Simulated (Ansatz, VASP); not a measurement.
# MgO: VASP beside Ansatz

```
CELL_PARAMETERS angstrom
2.57751 0.00000 0.00000
0.00000 2.57751 0.00000
0.00000 0.00000 2.57751
ATOMIC_POSITIONS crystal
Mg 0.00000 0.00000 0.00000
O 0.50000 0.50000 0.50000
```

Alike in both runs: task single point; functional PBE; k mesh 10 × 10 × 10; occupations gaussian, width 0.02 eV; no spin polarisation.

|  | VASP | Ansatz |
| --- | --- | --- |
| version | VASP 6.6.1 | Ansatz 0.2.0 |
| potentials or method | VASP PAW PBE potentials, release 64 (Mg, O), cutoff 520 eV | scalar-relativistic, plane waves, PAW |
| valence electrons in the cell | 8 | 16 |

Ansatz gave:

* gap on the k mesh at the Fermi level (eV): 3.15
* least direct gap on the mesh (eV): 4.23
* pressure (GPa): 15.8

Question: What did VASP give for the same quantities?

Answer: gap on the k mesh at the Fermi level (eV): 3.13; least direct gap on the mesh (eV): 4.21; pressure (GPa): 15.1.

VASP's potentials hold 8 valence electrons a cell and Ansatz's 16, so a difference there can come from the potentials and not from the codes.
